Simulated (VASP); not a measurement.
A run of VASP 6.6.1 is set up as follows.

The input INCAR:

```
PREC     = Accurate       # precision mode
ENCUT    = 840            # plane-wave cutoff, eV
EDIFF    = 1E-6           # SCF threshold, eV
ISMEAR   = -1             # smearing method
SIGMA    = 0.02           # smearing width, eV
LREAL    = F              # projectors in reciprocal space
LASPH    = T              # aspherical terms in the spheres
NELM     = 120            # most SCF steps
ALGO     = Normal         # electronic algorithm
ISIF     = 2              # what is computed and relaxed
LWAVE    = F              # write WAVECAR
LCHARG   = F              # write CHGCAR
GGA      = PE             # functional
NBANDS   = 15             # bands
GGA_COMPAT= F
```

Contents of KPOINTS:

```
Automatic mesh
0
Gamma
  9 9 9
```

The input POSCAR:

```
MgO
1.0
    0.0000000000      2.1160000000      2.1160000000
    2.1160000000      0.0000000000      2.1160000000
    2.1160000000      2.1160000000      0.0000000000
Mg O
1 1
Direct
    0.0000000000      0.0000000000      0.0000000000
    0.5000000000      0.5000000000      0.5000000000
```

Potentials or basis: VASP PAW PBE potentials, release 64 (Mg_sv, O).

Run with:

```bash
$ cat potpaw_PBE.64/Mg_sv/POTCAR potpaw_PBE.64/O/POTCAR > POTCAR
$ mpirun -np 1 vasp_std > vasp.out
```

(1) Predict the pressure.

(2) Predict the band gap on the k mesh.

## Answers

(1) 2.4 GPa.

(2) 4.60 eV.
